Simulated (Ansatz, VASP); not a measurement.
## One calculation of BiTe, two programs

Contents of INCAR:

```
PREC = Accurate
ENCUT = 520
EDIFF = 1E-6
ISMEAR = -1
SIGMA = 0.1
LREAL = F
LASPH = T
NELM = 60
ALGO = Normal
ISIF = 2
LWAVE = F
LCHARG = F
GGA = PE
NBANDS = 18
```

Contents of KPOINTS:

```
regular mesh
0
Gamma
  6 6 6
```

Contents of POSCAR:

```
BiTe
1.0
    0.0000000000      3.2350000000      3.2350000000
    3.2350000000      0.0000000000      3.2350000000
    3.2350000000      3.2350000000      0.0000000000
Bi Te
1 1
Direct
   -0.0154559505     -0.0154559505      0.0154559505
    0.5000000000      0.5000000000      0.5000000000
```

Input for Ansatz:

```yaml
crystal:
  lattice:
    - [0.0, 3.235, 3.235]
    - [3.235, 0.0, 3.235]
    - [3.235, 3.235, 0.0]
  atoms:
    - { symbol: Bi, position: [-0.015455950540958269, -0.015455950540958269, 0.015455950540958269] }
    - { symbol: Te, position: [0.5, 0.5, 0.5] }
basis:
  ecutwfc: 476.19925930478996
kpoints:
  mp_grid:
    grid: [6, 6, 6]
    shift: [0.0, 0.0, 0.0]
hamiltonian:
  xc: pbe
  pseudopotentials:
    kind: paw
scf:
  occupations:
    method: fermi_dirac
    width: 0.1
output:
  forces: true
```

Alike in both runs: task single point; functional PBE; k mesh 6 × 6 × 6; occupations fermi-dirac, width 0.1 eV; no spin polarisation.

```csv
,VASP,Ansatz
version,VASP 6.6.1,Ansatz 0.2.0
potentials or method,"VASP PAW PBE potentials, release 64 (Bi_d, Te), cutoff 520 eV","plane waves, PAW"
valence electrons in the cell,21,31
```

VASP gave:

* rms of the force components (eV/Å): 0.172

Problem. What did Ansatz give for the same quantities?

Solution. rms of the force components (eV/Å): 0.170.

Atom by atom the forces differ by 0.001 eV/Å (rms over components). VASP's potentials hold 21 valence electrons a cell and Ansatz's 31, so a difference there can come from the potentials and not from the codes.

Spin-orbit coupling is off throughout.
